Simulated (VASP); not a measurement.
Input of a VASP 6.6.1 run:

The input INCAR:

```
PREC = Accurate
ENCUT = 520
EDIFF = 1E-6
ISMEAR = 0
SIGMA = 0.1
LREAL = F
LASPH = T
NELM = 60
ALGO = Fast
ISIF = 2
LWAVE = F
LCHARG = F
LDIPOL = T
IDIPOL = 3
DIPOL = 0.5 0.5 0.500
GGA = PE
NBANDS = 42
```

The input KPOINTS:

```
Automatic mesh
0
Gamma
  15 15 1
```

POSCAR

```
Cu
1.0
    2.5680103728      0.0000000000      0.0000000000
   -1.2840051864      2.2239622200      0.0000000000
    0.0000000000      0.0000000000     25.4838203944
Cu
6
Direct
    0.6666666667      0.3333333333      0.2944656900
    0.3333333333      0.6666666667      0.3761824418
    0.6666666667      0.3333333333      0.4585600989
    0.3333333333      0.6666666667      0.5414399067
    0.6666666667      0.3333333333      0.6238175595
    0.3333333333      0.6666666667      0.7055343031
```

Potentials or basis: VASP PAW PBE potentials, release 64 (Cu).

Command:

```sh
$ cat potpaw_PBE.64/Cu/POTCAR > POTCAR
$ mpirun -np 1 vasp_std > vasp.out
```

Predict the largest force.

0.019 eV/Å.

Predict the band gap on the k mesh.

zero (band 33 reaches 4.74 eV, above the bottom of band 34 at -0.34 eV).

Forces on the atoms (eV/Å):
```
Cu   0.000  0.000 -0.019
Cu   0.000  0.000 -0.002
Cu   0.000  0.000 -0.001
Cu   0.000  0.000  0.001
Cu   0.000  0.000  0.002
Cu   0.000  0.000  0.019
```
